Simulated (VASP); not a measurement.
# ZnO (P6_3mc) in VASP: a series of runs

The runs below take ZnO through single point, with PBE.

Everything below comes from runs of VASP 6.6.1. Logs are shortened: lines on timing, memory, paths and dates and some standing lists are left out, and cuts for length are marked.

## 1. The cell of the first run

Symmetry: P6_3mc, No. 186, hexagonal system. The conventional cell has a = 3.341 Å, b = 3.341 Å, c = 4.922 Å, α = 90.00°, β = 90.00°, γ = 120.00°. Within 2.5 Å of Zn (site symmetry 3m) lie 4 O at 1.88 to 2.01 Å. O (site symmetry 3m) has 4 Zn at 1.88 to 2.01 Å within 2.5 Å.

## 2. Single point, PBE

Input file INCAR:

```
  ALGO = Normal
  EDIFF = 1E-6
  ENCUT = 520
  GGA = PE
  ISIF = 2
  ISMEAR = 0
  LASPH = True
  LCHARG = False
  LREAL = False
  LWAVE = False
  NBANDS = 26
  NELM = 60
  PREC = Accurate
  SIGMA = 0.05
```

Input file KPOINTS:

```
k-points
0
Gamma
  12 12 6
```

Input file POSCAR:

```
ZnO
1.0
    3.3409788765      0.0000000000      0.0000000000
   -1.6704894382      2.8933725805      0.0000000000
    0.0000000000      0.0000000000      4.9224254597
Zn O
2 2
Direct
    0.3333333333      0.6666666667      0.0000000000
    0.6666666667      0.3333333333      0.5000000000
    0.3333333333      0.6666666667      0.3821000000
    0.6666666667      0.3333333333      0.8821000000
```

Potentials or basis: VASP PAW PBE potentials, release 64 (Zn, O).

The run is started by

```console
cat potpaw_PBE.64/Zn/POTCAR potpaw_PBE.64/O/POTCAR > POTCAR
mpirun -np 1 vasp_std > vasp.out
```

OUTCAR:

```text
EDIFF = 1E-6
   ENCUT = 520
   GGA = PE
   ISIF = 2
   ISMEAR = 0
   LASPH = True
   LREAL = False
   NELM = 60
   PREC = Accurate

 ion  position               nearest neighbor table
   1  0.333  0.667  0.000-   3 1.88   4 2.01   4 2.01   4 2.01
   2  0.667  0.333  0.500-   4 1.88   3 2.01   3 2.01   3 2.01
   3  0.333  0.667  0.382-   1 1.88   2 2.01   2 2.01   2 2.01
   4  0.667  0.333  0.882-   2 1.88   1 2.01   1 2.01   1 2.01

  LATTYP: Found a hexagonal cell.
 ALAT       =     3.3409788765
 C/A-ratio  =     1.4733482736

  Lattice vectors:

 A1 = (   3.3409788765,   0.0000000000,   0.0000000000)
 A2 = (  -1.6704894382,   2.8933725805,   0.0000000000)
 A3 = (   0.0000000000,   0.0000000000,   4.9224254597)

Analysis of symmetry for initial positions (statically):
=====================================================================
 Subroutine PRICEL returns:
 Original cell was already a primitive cell.

 Routine SETGRP: Setting up the symmetry group for a
 hexagonal supercell.

 Subroutine GETGRP returns: Found 12 space group operations
 (whereof  6 operations were pure point group operations)
 out of a pool of 24 trial point group operations.

The static configuration has the point symmetry C_3v.
 The point group associated with its full space group is C_6v.

Analysis of symmetry for dynamics (positions and initial velocities):
=====================================================================
 Subroutine PRICEL returns:
 Original cell was already a primitive cell.

 Routine SETGRP: Setting up the symmetry group for a
 hexagonal supercell.

 Subroutine GETGRP returns: Found 12 space group operations
 (whereof  6 operations were pure point group operations)
 out of a pool of 24 trial point group operations.

The dynamic configuration has the point symmetry C_3v.
 The point group associated with its full space group is C_6v.

 Subroutine INISYM returns: Found 12 space group operations
 (whereof  6 operations are pure point group operations),
 and found     1 'primitive' translations

----------------------------------------------------------------------------------------

                                     Primitive cell

  volume of cell :      47.5836

  direct lattice vectors                    reciprocal lattice vectors
     3.340978876  0.000000000  0.000000000     0.299313476  0.172808716  0.000000000
    -1.670489438  2.893372580  0.000000000     0.000000000  0.345617432  0.000000000
     0.000000000  0.000000000  4.922425460     0.000000000  0.000000000  0.203151883

  length of vectors
     3.340978876  3.340978876  4.922425460     0.345617432  0.345617432  0.203151883

  position of ions in fractional coordinates (direct lattice)
     0.333333333  0.666666667  0.000000000
     0.666666667  0.333333333  0.500000000
     0.333333333  0.666666667  0.382100000
     0.666666667  0.333333333  0.882100000

  ion indices of the primitive-cell ions
   primitive index   ion index
                 1           1
                 2           2
                 3           3
                 4           4

----------------------------------------------------------------------------------------

 KPOINTS: k-points

Automatic generation of k-mesh.
 Grid dimensions read from file:
 generate k-points for:   12   12    6

 Generating k-lattice:

  Cartesian coordinates                     Fractional coordinates (reciprocal lattice)
     0.024942790  0.014400726  0.000000000     0.083333333  0.000000000  0.000000000
     0.000000000  0.028801453  0.000000000     0.000000000  0.083333333  0.000000000
     0.000000000  0.000000000  0.033858647     0.000000000  0.000000000  0.166666667

  Length of vectors
     0.028801453  0.028801453  0.033858647

  Shift w.r.t. Gamma in fractional coordinates (k-lattice)
     0.000000000  0.000000000  0.000000000

 Subroutine IBZKPT returns following result:
 ===========================================

 Found     76 irreducible k-points:

 Following reciprocal coordinates:
            Coordinates               Weight
  0.000000  0.000000  0.000000      1.000000
  0.083333  0.000000  0.000000      6.000000
  0.166667 -0.000000  0.000000      6.000000
  0.250000  0.000000  0.000000      6.000000
  0.333333  0.000000  0.000000      6.000000
  0.416667  0.000000  0.000000      6.000000
[... 16 lines left out ...]
  0.250000  0.000000  0.166667     12.000000
  0.333333  0.000000  0.166667     12.000000
 [... further k-points ...]
   k-points           NKPTS =     76   k-points in BZ     NKDIM =     76   number of bands    NBANDS=     26
   number of dos      NEDOS =    301   number of ions     NIONS =      4
   total plane-waves  NPLWV =  31360
   dimension x,y,z NGX =    28 NGY =   28 NGZ =   40
   dimension x,y,z NGXF=    56 NGYF=   56 NGZF=   80
   ions per type =               2   2
   NGX,Y,Z   is equivalent  to a cutoff of  13.93, 13.93, 13.51 a.u.
   NGXF,Y,Z  is equivalent  to a cutoff of  27.87, 27.87, 27.02 a.u.
 SYSTEM =  unknown system
   PREC   = accura    normal or accurate (medium, high low for compatibility)
   ISTART =      0    job   : 0-new  1-cont  2-samecut
   ICHARG =      2    charge: 1-file 2-atom 10-const
   ISPIN  =      1    spin polarized calculation?
   LNONCOLLINEAR =      F non collinear calculations
   LSORBIT =      F    spin-orbit coupling
   LASPH  =      T    aspherical Exc in radial PAW
   ENCUT  =  520.0 eV  38.22 Ry    6.18 a.u.   6.21  6.21  9.15*2*pi/ulx,y,z
   NELM   =     60;   NELMIN=  2; NELMDL= -5     # of ELM steps
   EDIFF  = 0.1E-05   stopping-criterion for ELM
   LREAL  =      F    real-space projection
   EDIFFG = 0.1E-04   stopping-criterion for IOM
   NSW    =      0    number of steps for IOM
   IBRION =     -1    ionic relax: 0-MD 1-quasi-New 2-CG
   NFREE  =      0    steps in history (QN), initial steepest desc. (CG)
   ISIF   =      2    stress and relaxation
   ISYM   =      2    0-nonsym 1-usesym 2-fastsym
   POTIM  = 0.5000    time-step for ionic-motion
   TEBEG  =    0.0;   TEEND  =   0.0 temperature during run
   PSTRESS=    0.0 pullay stress
   NELECT =      36.0000    total number of electrons
   NUPDOWN=      -1.0000    fix difference up-down
   EMIN   =  10.00;   EMAX   =-10.00  energy-range for DOS
   EFERMI =   0.00;   METHOD = LEGACY
   ISMEAR =     0;   SIGMA  =   0.05  broadening in eV -4-tet -1-fermi 0-gaus
   EFERMI_NEDOS =   21; number of points for ismear=-14 and -15
   IALGO  =     38    algorithm
   IMIX   =      4    mixing-type and parameters
     AMIX     =   0.40;   BMIX     =  1.00
     AMIX_MAG =   1.60;   BMIX_MAG =  1.00
  volume/ion in A,a.u.               =      11.90        80.28
  Fermi-wavevector in a.u.,A,eV,Ry     =   1.491729  2.818959 30.276436  2.225255
  Thomas-Fermi vector in A             =   2.604347
   LORBIT       =      0    0 simple, 1 ext, 2 COOP (PROOUT), +10 PAW based schemes
   GGA     = PE    functional components
   LHFCALC =     F    Hartree Fock is set to
   AEXX    =    0.0000 exact exchange contribution
   IVDW    =     0    specifies the selected vdW correction
   LEPSILON=     F    determine dielectric tensor
   LRPA    =     F    only Hartree local field effects (RPA)
 non-spin polarized calculation
 Gauss-broadening in eV      SIGMA  =   0.05
  energy-cutoff  :      520.00
  volume of cell :       47.58
 maximum number of plane-waves:      1302
 NGX is ok and might be reduce to    28
   NGX = 13   NGY = 13   NGZ = 19

 number of electron      36.0000004 magnetization

 Free energy of the ion-electron system (eV)
  ---------------------------------------------------
  ext. energy  EPLUGINS =         0.00000000
  ---------------------------------------------------
  free energy    TOTEN  =       -17.64792030 eV

  energy without entropy =      -17.64792030  energy(sigma->0) =      -17.64792030

 E-fermi :   1.4852     XC(G=0): -10.9058

 val. band max:        1.1917365007   @ k =   0.0000   0.0000   0.0000
 cond. band min:       2.0005707397   @ k =   0.0000   0.0000   0.0000
 fundamental gap:      0.8088342389
 Fermi energy:         1.4851638285

 k-point     1 :       0.0000    0.0000    0.0000
  band No.  band energies     occupation
      1     -16.9052      2.00000
      2     -16.0432      2.00000
      3      -4.4591      2.00000
      4      -4.4591      2.00000
      5      -4.4223      2.00000
      6      -4.2357      2.00000
[... 18 lines left out ...]
     25      14.7874      0.00000
     26      16.9827      0.00000

 k-point     2 :       0.0833    0.0000    0.0000
  band No.  band energies     occupation
      1     -16.8701      2.00000
      2     -16.0333      2.00000
      3      -4.5164      2.00000
      4      -4.4396      2.00000
      5      -4.3820      2.00000
      6      -4.2676      2.00000
[... 18 lines left out ...]
     25      14.8929      0.00000
     26      16.8852      0.00000

 k-point     3 :       0.1667   -0.0000    0.0000
  band No.  band energies     occupation
      1     -16.7708      2.00000
      2     -16.0081      2.00000
      3      -4.6141      2.00000
      4      -4.3887      2.00000
      5      -4.3354      2.00000
      6      -4.2838      2.00000
[... 18 lines left out ...]
     25      15.0760      0.00000
     26      15.7490      0.00000

 k-point     4 :       0.2500    0.0000    0.0000
  band No.  band energies     occupation
      1     -16.6257      2.00000
      2     -15.9803      2.00000
      3      -4.7080      2.00000
      4      -4.3469      2.00000
      5      -4.3277      2.00000
      6      -4.2254      2.00000
[... 18 lines left out ...]
     25      14.5796      0.00000
     26      15.0539      0.00000
[... 496 lines left out ...]
      1     -16.7201      2.00000
      2     -16.0589      2.00000
      3      -4.6610      2.00000
      4      -4.4639      2.00000
      5      -4.3829      2.00000
      6      -4.3405      2.00000
[... 18 lines left out ...]
     25      14.7889      0.00000
     26      15.2458      0.00000

 k-point    23 :       0.2500    0.0000    0.1667
  band No.  band energies     occupation
      1     -16.5812      2.00000
      2     -16.0217      2.00000
      3      -4.7574      2.00000
      4      -4.4860      2.00000
      5      -4.3164      2.00000
      6      -4.2627      2.00000
[... 18 lines left out ...]
     25      14.5076      0.00000
     26      14.8375      0.00000

 k-point    24 :       0.3333    0.0000    0.1667
  band No.  band energies     occupation
      1     -16.4269      2.00000
      2     -15.9961      2.00000
      3      -4.8079      2.00000
      4      -4.5188      2.00000
      5      -4.2608      2.00000
      6      -4.1718      2.00000
[... 18 lines left out ...]
     25      14.2504      0.00000
     26      14.7763      0.00000

 [... further k-points ...]
[... 5 lines left out ...]
  --------------------------------------------------------------------------------------
  -------------------------------------------------------------------------------------
  Total        0.0608518      0.0608518      6.4490102      0.0000000      0.0000000      0.0000000
  in kB        2.0489286      2.0489286    217.1432851      0.0000000      0.0000000      0.0000000
  external PRESSURE =      73.7470474 kB  Pullay stress =       0.0000000 kB

 VOLUME and BASIS-vectors are now :
 -----------------------------------------------------------------------------
  energy-cutoff  :      520.00
  volume of cell :       47.58
      direct lattice vectors                 reciprocal lattice vectors
     3.340978876  0.000000000  0.000000000     0.299313476  0.172808716  0.000000000
    -1.670489438  2.893372580  0.000000000     0.000000000  0.345617432  0.000000000
     0.000000000  0.000000000  4.922425460     0.000000000  0.000000000  0.203151883

 POSITION                                       TOTAL-FORCE (eV/Angst)
 -----------------------------------------------------------------------------------
     -0.00000      1.92892      0.00000         0.000000     -0.000000     -1.021526
      1.67049      0.96446      2.46121        -0.000000     -0.000000     -1.021526
     -0.00000      1.92892      1.88086        -0.000000     -0.000000      1.021526
      1.67049      0.96446      4.34207         0.000000      0.000000      1.021526
 -----------------------------------------------------------------------------------
    total drift:                                0.000000      0.000001     -0.001332

  FREE ENERGIE OF THE ION-ELECTRON SYSTEM (eV)
  ---------------------------------------------------
  free  energy   TOTEN  =       -17.6479203014 eV

  energy  without entropy=      -17.6479203014  energy(sigma->0) =      -17.64792030
```

Run time: 3.2 min. Hardware: 1 thread of AMD EPYC 7R43 (Zen 3), shared host; peak memory 0.18 GiB.

What came out:

```yaml
Free_energy: -17.6479 eV
Pressure: 7.4 GPa
Largest_force: 1.022 eV/Å
Band_gap_on_the_k_mesh: 0.81 eV, direct
```

Forces in eV/Å, atoms in the order of the input:
```
Zn   0.000  0.000 -1.022
Zn   0.000  0.000 -1.022
O    0.000  0.000  1.022
O    0.000  0.000  1.022
```

Caveat: forces of over 1 eV/Å act on the atoms, so gaps and moduli don't describe the material at rest.

[end of part 1 of 2]
